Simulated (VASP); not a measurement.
Wanted: the native input for a VASP 6.6.1 run.

| Item | Value |
| --- | --- |
| Task | single point |
| Functional | PBE |
| Potentials or basis | VASP PAW PBE potentials, release 64 (Mg, Cd, Se, S) |
| Cutoff | 520 eV |
| k mesh | 4 × 4 × 4 |
| Occupations | gaussian, width 0.1 eV |
| Spin | no spin polarisation |
| Dipole correction | no |
| Further INCAR settings | ALGO = Normal; EDIFF = 1e-07; NBANDS = 24 |

The structure of MgCdSeS2 lies in POSCAR:

```
MgCdSeS2
1.0
    2.6951339825     -4.5065775310      0.0000000000
    2.6951339825      4.5065775310      0.0000000000
    0.0000000000      0.0000000000      5.2121219541
Mg Cd Se S
1 1 1 2
Direct
    0.0000000000      0.0000000000      0.0000000000
    0.5000000000      0.5000000000      0.0000000000
    0.5000000000      0.5000000000      0.5000000000
    0.7745560475      0.2254439525      0.5000000000
    0.2254439525      0.7745560475      0.5000000000
```

These files were run (other wordings do the same):

INCAR

```
SYSTEM = MgCdSeS2
ALGO     = Normal         ! electronic algorithm
EDIFF    = 1E-7           ! SCF threshold, eV
ENCUT    = 520            ! plane-wave cutoff, eV
GGA      = PE             ! functional
ISIF     = 2              ! what is computed and relaxed
ISMEAR   = 0              ! smearing method
LASPH    = .TRUE.         ! aspherical terms in the spheres
LCHARG   = .FALSE.        ! write CHGCAR
LREAL    = .FALSE.        ! projectors in reciprocal space
LWAVE    = .FALSE.        ! write WAVECAR
NBANDS   = 24             ! bands
NELM     = 100            ! most SCF steps
PREC     = Accurate       ! precision mode
SIGMA    = 0.1            ! smearing width, eV
```

KPOINTS

```
k-points
0
G
  4 4 4
  0 0 0
```

Potentials or basis: VASP PAW PBE potentials, release 64 (Mg, Cd, Se, S).

Command:

```bash
$ cat potpaw_PBE.64/Mg/POTCAR potpaw_PBE.64/Cd/POTCAR potpaw_PBE.64/Se/POTCAR potpaw_PBE.64/S/POTCAR > POTCAR
$ mpirun -np 1 vasp_std > vasp.out
```

Results of the run:

```yaml
Pressure: 0.1 GPa
Largest_force: 0.018 eV/Å
Band_gap_on_the_k_mesh: zero (band 16 reaches 3.30 eV, above the bottom of band 17 at 1.62 eV)
```

It took 43 s on 1 thread of Intel(R) Xeon(R) Platinum 8488C (Sapphire Rapids), with other jobs on the host, peak memory 0.28 GiB.
